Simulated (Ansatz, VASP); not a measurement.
## Two plane-wave programs on Pt

```
Pt
1.0
     0.00000    1.94683    2.01497
     2.16098    0.00000    2.01497
     2.16098    1.94683    0.00000
Pt
1
Direct
  0.00000 0.00000 0.00000
```

Change from the starting cell: normal strain along x +0.1100, normal strain along z +0.0350.

Alike in both runs: task single point; functional LDA; k mesh 20 × 20 × 20; occupations gaussian, width 0.15 eV; no spin polarisation.

|  | VASP | Ansatz |
| --- | --- | --- |
| version | VASP 6.6.1 | Ansatz 0.2.0 |
| potentials or method | VASP PAW LDA potentials, release 64 (Pt), cutoff 520 eV | scalar-relativistic, plane waves, PAW |
| valence electrons in the cell | 10 | 18 |

|  | VASP | Ansatz | Ansatz less VASP |
| --- | --- | --- | --- |
| gap on the k mesh at the Fermi level (eV) | none | none | - |
| pressure (GPa) | -28.0 | -28.4 | -0.45 |
| traceless stress, the component that is largest in VASP (GPa) | -3.95 | -3.92 | +0.029 |

LDA's correlation is that of Perdew and Zunger in VASP and of Perdew and Wang (1992) in Ansatz. A gap of «none» marks a metal or a gap that the smearing closes. VASP's potentials hold 10 valence electrons a cell and Ansatz's 18, so a difference there can come from the potentials and not from the codes.

Neither program's run includes spin-orbit coupling.
